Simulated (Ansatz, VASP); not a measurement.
## BN in VASP and in Ansatz

```xyz
2
Lattice="0.0000 1.8985 1.8985 1.8985 0.0000 1.8985 1.8985 1.8985 0.0000" Properties=species:S:1:pos:R:3 pbc="T T T"
B     0.0000    0.0000    0.0000
N     0.9492    0.9492    0.9492
```

Change from the starting cell: hydrostatic strain +5.2%.

Alike in both runs: task single point; functional HSE06; k mesh 8 × 8 × 8; no spin polarisation.

|  | VASP | Ansatz |
| --- | --- | --- |
| version | VASP 6.6.1 | Ansatz 0.2.0 |
| potentials or method | VASP PAW PBE potentials, release 64 (B, N) | plane waves, PAW |
| plane-wave cutoff (eV) | 520 | 420 |
| occupations | gaussian, width 0.01 eV | fixed |
| valence electrons in the cell | 8 | 8 |

Ansatz gave:

| Item | Value |
| --- | --- |
| gap on the k mesh at the Fermi level (eV) | 5.57 |
| pressure (GPa) | -48.9 |

**Question.** Which values does VASP return?

**Answer.** gap on the k mesh at the Fermi level (eV): 5.56; pressure (GPa): -48.8.

Both programs put the cell under strong tension, so it lies far from rest at this level. Ansatz's warnings: stress exchange threshold loose, stress scf threshold loose.

Noted on VASP's run: the cell as given lies far from equilibrium.
